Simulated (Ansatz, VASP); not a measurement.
HfSi3 in VASP and in Ansatz

INCAR

```
PREC     = Accurate       # precision mode
ENCUT    = 520            # plane-wave cutoff, eV
EDIFF    = 1E-6           # SCF threshold, eV
ISMEAR   = 0              # smearing method
SIGMA    = 0.05           # smearing width, eV
LREAL    = F              # projectors in reciprocal space
LASPH    = T              # aspherical terms in the spheres
NELM     = 100            # most SCF steps
ALGO     = Normal         # electronic algorithm
ISIF     = 2              # what is computed and relaxed
LWAVE    = F              # write WAVECAR
LCHARG   = F              # write CHGCAR
GGA      = PE             # functional
NBANDS   = 19             # bands
```

File KPOINTS:

```
Automatic mesh
0
Gamma
  8 8 8
```

File POSCAR:

```
HfSi3
1.0
    3.9927472028      0.0567041262     -0.0289458273
    0.0567041262      3.9564962018      0.0173656419
   -0.0289458273      0.0173656419      3.9587752969
Hf Si
1 3
Direct
    0.0043753433     -0.0040990611     -0.0036686640
    0.0027397593      0.5080257280      0.5076469226
    0.4938348448      0.4961671303      0.0027516540
    0.4990500526     -0.0000937972      0.4932700874
```

Input for Ansatz:

```yaml
crystal:
  lattice:
    - [3.9927472028, 0.0567041262, -0.0289458273]
    - [0.0567041262, 3.9564962018, 0.0173656419]
    - [-0.0289458273, 0.0173656419, 3.9587752969]
  atoms:
    - { symbol: Hf, position: [0.0043753433, -0.0040990611, -0.003668664] }
    - { symbol: Si, position: [0.0027397593, 0.508025728, 0.5076469226] }
    - { symbol: Si, position: [0.4938348448, 0.4961671303, 0.002751654] }
    - { symbol: Si, position: [0.4990500526, -9.37972e-05, 0.4932700874] }
basis:
  ecutwfc: 420
  ecutrho_ratio: 4
kpoints:
  mp_grid: { grid: [8, 8, 8] }
hamiltonian:
  xc: pbe
scf:
  occupations: { method: gaussian, width: 0.05 }
output:
  forces: true
  stress: true
  eigenvalues: true
```

Change from the starting cell: all atoms moved at random (sigma 0.03 Å), cell strained at random (1 %).

Alike in both runs: task single point; functional PBE; k mesh 8 × 8 × 8; occupations gaussian, width 0.05 eV; no spin polarisation.

|  | VASP | Ansatz |
| --- | --- | --- |
| version | VASP 6.6.1 | Ansatz 0.2.0 |
| potentials or method | VASP PAW PBE potentials, release 64 (Hf_pv, Si), cutoff 520 eV | scalar-relativistic, plane waves, PAW |
| valence electrons in the cell | 22 | 38 |

|  | VASP | Ansatz | Ansatz less VASP |
| --- | --- | --- | --- |
| gap on the k mesh at the Fermi level (eV) | none | none | - |
| pressure (GPa) | 0.4 | 0.7 | +0.25 |
| traceless stress, the component that is largest in VASP (GPa) | -1.20 | -1.16 | +0.036 |
| rms of the force components (eV/Å) | 0.172 | 0.172 | +0.0002 |

Atom by atom the forces differ by 0.001 eV/Å (rms over components). A gap of «none» marks a metal or a gap that the smearing closes. VASP's potentials hold 22 valence electrons a cell and Ansatz's 38, so a difference there can come from the potentials and not from the codes.

Neither program's run includes spin-orbit coupling.
